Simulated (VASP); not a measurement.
A run of VASP 6.6.1 is set up as follows.

The input INCAR:

```
SYSTEM = CdSe
PREC     = Accurate       ! precision mode
ENCUT    = 520            ! plane-wave cutoff, eV
EDIFF    = 1E-6           ! SCF threshold, eV
ISMEAR   = 0              ! smearing method
SIGMA    = 0.05           ! smearing width, eV
LREAL    = .FALSE.        ! projectors in reciprocal space
LASPH    = .TRUE.         ! aspherical terms in the spheres
NELM     = 100            ! most SCF steps
ALGO     = Normal         ! electronic algorithm
ISIF     = 2              ! what is computed and relaxed
LWAVE    = .FALSE.        ! write WAVECAR
LCHARG   = .TRUE.         ! write CHGCAR
GGA      = PE             ! functional
LELF     = .TRUE.         ! ELF
LVHAR    = .TRUE.       
NBANDS   = 26             ! bands
```

The input KPOINTS:

```
regular mesh
0
G
  6 6 4
  0 0 0
```

File POSCAR:

```
CdSe
1.0
    4.2984999142      0.0000000000      0.0000000000
   -2.1492499571      3.7226101239      0.0000000000
    0.0000000000      0.0000000000      7.0152000000
Cd Se
2 2
Direct
    0.6465195125      0.2930390250      0.0427642833
    0.3333333333      0.6666666667      0.5000000000
    0.6666666667      0.3333333333      0.3750000000
    0.3333333333      0.6666666667      0.8750000000
```

Potentials or basis: VASP PAW PBE potentials, release 64 (Cd, Se).

The run is started by

```console
$ cat potpaw_PBE.64/Cd/POTCAR potpaw_PBE.64/Se/POTCAR > POTCAR
$ mpirun -np 1 vasp_std > vasp.out
```

(1) What does it give for the largest force?

(2) Estimate the pressure.

(3) What does it give for the band gap on the k mesh?

## Answers

(1) 3.275 eV/Å.

(2) 4.8 GPa.

(3) 0.40 eV, direct.

Caveat: the cell differs from its parent crystal (atom 1 (Cd) moved by (-0.150, +0.300) A along y and z); forces of over 1 eV/Å act on the atoms, so gaps and moduli don't describe the material at rest.
